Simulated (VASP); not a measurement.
Wanted: the native input for a VASP 6.6.1 run.

* Task: single point
* Functional: PBE
* Dispersion: D3(BJ)
* Potentials or basis: VASP PAW PBE potentials, release 64 (Rh_pv, H)
* Cutoff: 520 eV
* k mesh: 5 × 7 × 1
* Occupations: gaussian, width 0.1 eV
* Spin: no spin polarisation
* Dipole correction: yes
* Further INCAR settings: ALGO = Normal; EDIFF = 1e-06; NBANDS = 70

The structure of HRh8 lies in POSCAR:

```
HRh8
1.0
    5.3650160441      0.0000000000      0.0000000000
    0.0000000000      3.7936392259      0.0000000000
    0.0000000000      0.0000000000     21.2400770646
Rh H
8 1
Direct
    0.2500000000      0.5000000000      0.1883232338
    0.7500000000      0.5000000000      0.1883232338
    0.0000000000      0.0000000000      0.2514705570
    0.5000000000      0.0000000000      0.2514705570
    0.2500000000      0.5000000000      0.3153506346
    0.7500000000      0.5000000000      0.3153506346
    0.0000000000      0.0000000000      0.3738252475
    0.5000000000      0.0000000000      0.3738252475
    0.2500000000      0.5000000000      0.4915272686
```

One way to write it, as run:

INCAR

```
ALGO = Normal
DIPOL = 0.5 0.5 0.305
EDIFF = 1E-6
ENCUT = 520
GGA = PE
IDIPOL = 3
ISIF = 2
ISMEAR = 0
IVDW = 12
LASPH = True
LCHARG = False
LDIPOL = True
LREAL = False
LWAVE = False
NBANDS = 70
NELM = 60
PREC = Accurate
SIGMA = 0.1
```

KPOINTS

```
k-points
0
Gamma
  5 7 1
```

Potentials or basis: VASP PAW PBE potentials, release 64 (Rh_pv, H).

The run is started by

```console
$ cat potpaw_PBE.64/Rh_pv/POTCAR potpaw_PBE.64/H/POTCAR > POTCAR
$ mpirun -np 1 vasp_std > vasp.out
```

It gave:

| Property | Result |
| --- | --- |
| Largest force | 0.986 eV/Å |
| Dispersion energy per atom | -0.348 eV |

Run time: 9.2 min on 1 thread of Intel(R) Xeon(R) Platinum 8375C CPU @ 2.90GHz (Ice Lake), with other jobs on the host, peak memory 0.56 GiB.
